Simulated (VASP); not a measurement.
# BaTiO3 (Amm2) in VASP: further runs

Runs on BaTiO3. Level: PBE. Tasks: single point.

All numbers are computed with VASP 6.6.1; they aren't measurements. Logs are shortened: lines on timing, memory, paths and dates and some standing lists are left out, and cuts for length are marked.

## Step 1: The cell of the first run

Symmetry: Amm2, No. 38, orthorhombic system. The conventional cell has a = 3.932 Å, b = 5.597 Å, c = 5.613 Å, α = 90.00°, β = 90.00°, γ = 90.00°. Ba (site symmetry mm2) has 12 O at 2.74 to 2.88 Å and 8 Ti at 3.37 to 3.48 Å within 3.6 Å. Ti (site symmetry mm2) has 6 O at 1.90 to 2.06 Å within 2.5 Å. Within 2.5 Å of O (site symmetry m) lie 2 Ti at 1.90 to 2.06 Å. Within 2.6 Å of O (site symmetry mm2) lie 2 Ti at 1.97 Å.

## Step 2: Single point, PBE

INCAR

```
ALGO     = Normal         # electronic algorithm
EDIFF    = 1E-6           # SCF threshold, eV
ENCUT    = 1340           # plane-wave cutoff, eV
GGA      = PE             # functional
GGA_COMPAT= False        
ISIF     = 2              # what is computed and relaxed
ISMEAR   = -1             # smearing method
LASPH    = True           # aspherical terms in the spheres
LCHARG   = True           # write CHGCAR
LELF     = True           # ELF
LREAL    = False          # projectors in reciprocal space
LVHAR    = True         
LWAVE    = False          # write WAVECAR
NBANDS   = 28             # bands
NELM     = 120            # most SCF steps
PREC     = Accurate       # precision mode
SIGMA    = 0.05           # smearing width, eV
```

KPOINTS

```
k-points
0
Gamma
  7 7 7
```

POSCAR

```
BaTiO3
1.0
    3.9316352889      0.0000000000      0.0000000000
    0.0000000000      2.7985588135      2.8066973133
    0.0000000000     -2.7985588135      2.8066973133
Ba Ti O
1 1 3
Direct
    0.0000000000      0.0000000000      0.0000000000
    0.5000000000      0.5124000000      0.5124000000
    0.5000000000      0.9918400000      0.5052400000
    0.5000000000      0.5052400000      0.9918400000
    0.0000000000      0.4874000000      0.4874000000
```

Potentials or basis: VASP PAW PBE potentials, release 64 (Ba_sv, Ti_sv, O_h).

Run with:

```bash
> cat potpaw_PBE.64/Ba_sv/POTCAR potpaw_PBE.64/Ti_sv/POTCAR potpaw_PBE.64/O_h/POTCAR > POTCAR
> mpirun -np 1 vasp_std > vasp.out
```

OUTCAR:

```text
EDIFF = 1E-6
   ENCUT = 1340
   GGA = PE
   ISIF = 2
   ISMEAR = -1
   LASPH = True
   LREAL = False
   NELM = 120
   PREC = Accurate

 ion  position               nearest neighbor table
   1  0.000  0.000  0.000-   5 2.74   4 2.78   3 2.78   3 2.78   4 2.78   5 2.80   5 2.80   4 2.81
                             3 2.81   3 2.81   4 2.81   5 2.88   2 3.37   2 3.37   2 3.42   2 3.42
   2  0.500  0.512  0.512-   3 1.90   4 1.90   5 1.97   5 1.97   3 2.06   4 2.06   1 3.37   1 3.37
                             1 3.42   1 3.42   1 3.42   1 3.42   1 3.48   1 3.48
   3  0.500  0.992  0.505-   2 1.90   2 2.06   1 2.78   1 2.78   1 2.81   1 2.81
   4  0.500  0.505  0.992-   2 1.90   2 2.06   1 2.78   1 2.78   1 2.81   1 2.81
   5  0.000  0.487  0.487-   2 1.97   2 1.97   1 2.74   1 2.80   1 2.80   1 2.88

  LATTYP: Found a base centered orthorhombic cell.
 ALAT       =     5.5971176270
 B/A-ratio  =     1.0029081039
 C/A-ratio  =     0.7024392823

  Lattice vectors:

 A1 = (   0.0000000000,   2.7985588135,  -2.8066973133)
 A2 = (   0.0000000000,   2.7985588135,   2.8066973133)
 A3 = (   3.9316352889,   0.0000000000,   0.0000000000)

Analysis of symmetry for initial positions (statically):
=====================================================================
 Subroutine PRICEL returns:
 Original cell was already a primitive cell.

 Routine SETGRP: Setting up the symmetry group for a
 base centered orthorhombic supercell.

 Subroutine GETGRP returns: Found  4 space group operations
 (whereof  4 operations were pure point group operations)
 out of a pool of  8 trial point group operations.

The static configuration has the point symmetry C_2v.

Analysis of symmetry for dynamics (positions and initial velocities):
=====================================================================
 Subroutine PRICEL returns:
 Original cell was already a primitive cell.

 Routine SETGRP: Setting up the symmetry group for a
 base centered orthorhombic supercell.

 Subroutine GETGRP returns: Found  4 space group operations
 (whereof  4 operations were pure point group operations)
 out of a pool of  8 trial point group operations.

The dynamic configuration has the point symmetry C_2v.

 Subroutine INISYM returns: Found  4 space group operations
 (whereof  4 operations are pure point group operations),
 and found     1 'primitive' translations

[... 92 lines left out ...]
   ISTART =      0    job   : 0-new  1-cont  2-samecut
   ICHARG =      2    charge: 1-file 2-atom 10-const
   ISPIN  =      1    spin polarized calculation?
   LNONCOLLINEAR =      F non collinear calculations
   LSORBIT =      F    spin-orbit coupling
   LASPH  =      T    aspherical Exc in radial PAW
   ENCUT  = 1340.0 eV  98.49 Ry    9.92 a.u.  11.73 11.83 11.83*2*pi/ulx,y,z
   NELM   =    120;   NELMIN=  2; NELMDL= -5     # of ELM steps
   EDIFF  = 0.1E-05   stopping-criterion for ELM
   LREAL  =      F    real-space projection
[... 7 lines left out ...]
   TEBEG  =    0.0;   TEEND  =   0.0 temperature during run
   PSTRESS=    0.0 pullay stress
   NELECT =      40.0000    total number of electrons
   NUPDOWN=      -1.0000    fix difference up-down
   EMIN   =  10.00;   EMAX   =-10.00  energy-range for DOS
   EFERMI =   0.00;   METHOD = LEGACY
   ISMEAR =    -1;   SIGMA  =   0.05  broadening in eV -4-tet -1-fermi 0-gaus
   EFERMI_NEDOS =   21; number of points for ismear=-14 and -15
   IALGO  =     38    algorithm
   IMIX   =      4    mixing-type and parameters
     AMIX     =   0.40;   BMIX     =  1.00
     AMIX_MAG =   1.60;   BMIX_MAG =  1.00
  volume/ion in A,a.u.               =      12.35        83.36
  Fermi-wavevector in a.u.,A,eV,Ry     =   1.416393  2.676595 27.295585  2.006169
  Thomas-Fermi vector in A             =   2.537732
   LORBIT       =      0    0 simple, 1 ext, 2 COOP (PROOUT), +10 PAW based schemes
   GGA     = PE    functional components
   LHFCALC =     F    Hartree Fock is set to
   AEXX    =    0.0000 exact exchange contribution
   IVDW    =     0    specifies the selected vdW correction
   LEPSILON=     F    determine dielectric tensor
   LRPA    =     F    only Hartree local field effects (RPA)
 non-spin polarized calculation
  energy-cutoff  :     1340.00
  volume of cell :       61.76
 maximum number of plane-waves:      6902
 NGX is ok and might be reduce to    48
   NGX = 23   NGY = 23   NGZ = 23

 number of electron      40.0000001 magnetization

 Free energy of the ion-electron system (eV)
  ---------------------------------------------------
  ext. energy  EPLUGINS =         0.00000000
  ---------------------------------------------------
  free energy    TOTEN  =       -39.87304198 eV

  energy without entropy =      -39.87304198  energy(sigma->0) =      -39.87304198

 E-fermi :   5.4674     XC(G=0): -11.4576

 val. band max:        4.4199357736   @ k =   0.4286   0.4286   0.4286
 cond. band min:       6.4332797087   @ k =   0.0000   0.0000   0.0000
 fundamental gap:      2.0133439351
 Fermi energy:         5.4674364528

 k-point     1 :       0.0000    0.0000    0.0000
  band No.  band energies     occupation
      1     -51.8971      2.00000
      2     -28.1490      2.00000
      3     -28.1466      2.00000
      4     -28.1304      2.00000
      5     -20.2409      2.00000
      6     -12.4731      2.00000
[... 733 lines left out ...]
     27      13.0734      0.00000
     28      13.2119      0.00000

 [... further k-points ...]

------------------------ aborting loop because EDIFF is reached ----------------------------------------

  FORCE on cell =-STRESS in cart. coord.  units (eV):
  Direction    XX          YY          ZZ          XY          YZ          ZX
  --------------------------------------------------------------------------------------
  -------------------------------------------------------------------------------------
  Total        4.6152053      4.6603912      4.4005821      0.0000000      0.0000000      0.0000000
  in kB      119.7204587    120.8925993    114.1530388      0.0000000      0.0000000      0.0000000
  external PRESSURE =     118.2553656 kB  Pullay stress =       0.0000000 kB

 VOLUME and BASIS-vectors are now :
 -----------------------------------------------------------------------------
  energy-cutoff  :     1340.00
  volume of cell :       61.76
      direct lattice vectors                 reciprocal lattice vectors
     3.931635289  0.000000000  0.000000000     0.254347091  0.000000000  0.000000000
     0.000000000  2.798558814  2.806697313     0.000000000  0.178663388  0.178145323
     0.000000000 -2.798558814  2.806697313     0.000000000 -0.178663388  0.178145323

 POSITION                                       TOTAL-FORCE (eV/Angst)
 -----------------------------------------------------------------------------------
      0.00000      0.00000      0.00000         0.000000      0.000000      0.159903
      1.96582      0.00000      2.87630         0.000000      0.000000     -0.050208
      1.96582      1.36178      4.20185         0.000000      0.172343     -0.153807
      1.96582     -1.36178      4.20185         0.000000     -0.172343     -0.153807
      0.00000      0.00000      2.73597         0.000000      0.000000      0.197919
 -----------------------------------------------------------------------------------
    total drift:                                0.000000     -0.000000      0.000032

  FREE ENERGIE OF THE ION-ELECTRON SYSTEM (eV)
  ---------------------------------------------------
  free  energy   TOTEN  =       -39.8730419818 eV

  energy  without entropy=      -39.8730419816  energy(sigma->0) =      -39.87304198
```

stdout:

```text
POSCAR found type information on POSCAR BaTiO
 POSCAR found :  3 types and       5 ions
 scaLAPACK will be used
 LDA part: xc-table for (Slater+PW92), standard interpolation
 POSCAR, INCAR and KPOINTS ok, starting setup
 FFT: planning ... GRIDC
 FFT: planning ... GRID_SOFT
 FFT: planning ... GRID
 WAVECAR not read
 entering main loop
```

It took 5.6 min on 1 thread of Intel Xeon Platinum 8259CL at 2.50GHz (Skylake/Cascade Lake), shared host; peak memory 0.64 GiB.

Results:

| Item | Value |
| --- | --- |
| Free energy | -39.8730 eV |
| Pressure | 11.8 GPa |
| Largest force | 0.231 eV/Å |
| Band gap on the k mesh | 2.01 eV (least direct gap 2.11 eV) |

Forces in eV/Å, atoms in the order of the input:
```
Ba   0.000  0.000  0.160
Ti   0.000  0.000 -0.050
O    0.000  0.172 -0.154
O    0.000 -0.172 -0.154
O    0.000  0.000  0.198
```

Stress tensor (GPa, compression positive):
```
11.97  0.00  0.00
 0.00 12.09  0.00
 0.00  0.00 11.42
```

Caveat: the cell stands under pressure; spin-orbit coupling is left out, which moves the levels of the heavy elements. As with any semilocal functional, this PBE gap is likely too small.

## Step 3: Single point, PBE

This run uses another cell than the first one, of 12.61 Å³/atom.

INCAR

```
PREC     = Accurate       # precision mode
ENCUT    = 1340           # plane-wave cutoff, eV
EDIFF    = 1E-6           # SCF threshold, eV
ISMEAR   = -1             # smearing method
SIGMA    = 0.05           # smearing width, eV
LREAL    = False          # projectors in reciprocal space
LASPH    = True           # aspherical terms in the spheres
NELM     = 120            # most SCF steps
ALGO     = Normal         # electronic algorithm
ISIF     = 2              # what is computed and relaxed
LWAVE    = False          # write WAVECAR
LCHARG   = True           # write CHGCAR
GGA      = PE             # functional
LELF     = True           # ELF
LVHAR    = True         
NBANDS   = 28             # bands
GGA_COMPAT= False
```

KPOINTS

```
regular mesh
0
Gamma
  7 7 7
```

POSCAR, as its differences from that of step 2:

```diff
@@ -2,5 +2,5 @@
 1.0
-    3.9316352889      0.0000000000      0.0000000000
-    0.0000000000      2.7985588135      2.8066973133
-    0.0000000000     -2.7985588135      2.8066973133
+    3.9587508719      0.0000000000      0.0000000000
+    0.0000000000      2.8178598290      2.8260544582
+    0.0000000000     -2.8178598290      2.8260544582
 Ba Ti O
```

Potentials or basis: VASP PAW PBE potentials, release 64 (Ba_sv, Ti_sv, O_h).

Run with:

```bash
> cat potpaw_PBE.64/Ba_sv/POTCAR potpaw_PBE.64/Ti_sv/POTCAR potpaw_PBE.64/O_h/POTCAR > POTCAR
> mpirun -np 1 vasp_std > vasp.out
```

Run time: 3.8 min. Hardware: 1 thread of Intel Xeon 6975P-C (Granite Rapids), shared host; peak memory 0.65 GiB.

The run converged. Its results:

| Item | Value |
| --- | --- |
| Free energy | -39.9533 eV |
| Pressure | 7.7 GPa |
| Largest force | 0.232 eV/Å |
| Band gap on the k mesh | 1.97 eV (least direct gap 2.08 eV) |

Forces on the atoms (eV/Å):
```
Ba   0.000  0.000  0.156
Ti   0.000  0.000  0.060
O    0.000  0.093 -0.212
O    0.000 -0.093 -0.212
O    0.000  0.000  0.208
```

Stress tensor (GPa, compression positive):
```
7.83 0.00 0.00
0.00 7.90 0.00
0.00 0.00 7.27
```

Levels at points of the mesh, in eV from the valence-band top:
| k point | band 16 | band 17 | band 18 | band 19 | band 20 | band 21 | band 22 | band 23 | band 24 | band 25 |
| --- | --- | --- | --- | --- | --- | --- | --- | --- | --- | --- |
| (0.00, 0.00, 0.00) | -1.10 | -1.05 | -0.27 | -0.16 | -0.11 | 1.97 | 2.03 | 2.20 | 4.23 | 4.28 |

Caveat: the cell stands under pressure; spin-orbit coupling is left out, which moves the levels of the heavy elements. A k mesh can miss the band edges.
